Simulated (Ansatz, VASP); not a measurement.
**GaP: VASP beside Ansatz**

```xyz
2
Lattice="0.0000 2.7252 2.7252 2.7252 0.0000 2.7252 2.7252 2.7252 0.0000" Properties=species:S:1:pos:R:3 pbc="T T T"
Ga    0.0000    0.0000    0.0000
P     1.3626    1.3626    1.3626
```

Alike in both runs: task single point; functional PBEsol; k mesh 4 × 4 × 4; no spin polarisation.

|  | VASP | Ansatz |
| --- | --- | --- |
| version | VASP 6.6.1 | Ansatz 0.2.0 |
| potentials or method | VASP PAW PBE potentials, release 64 (Ga_d, P) | plane waves, PAW |
| plane-wave cutoff (eV) | 520 | 420 |
| occupations | gaussian, width 0.01 eV | fixed |
| valence electrons in the cell | 18 | 18 |

```tsv
	VASP	Ansatz	Ansatz less VASP
gap on the k mesh at the Fermi level (eV)	1.48	1.48	-0.002
```

VASP's potentials were made for PBE, not for PBEsol.

The k mesh is coarse, so the values compare programs but aren't converged.
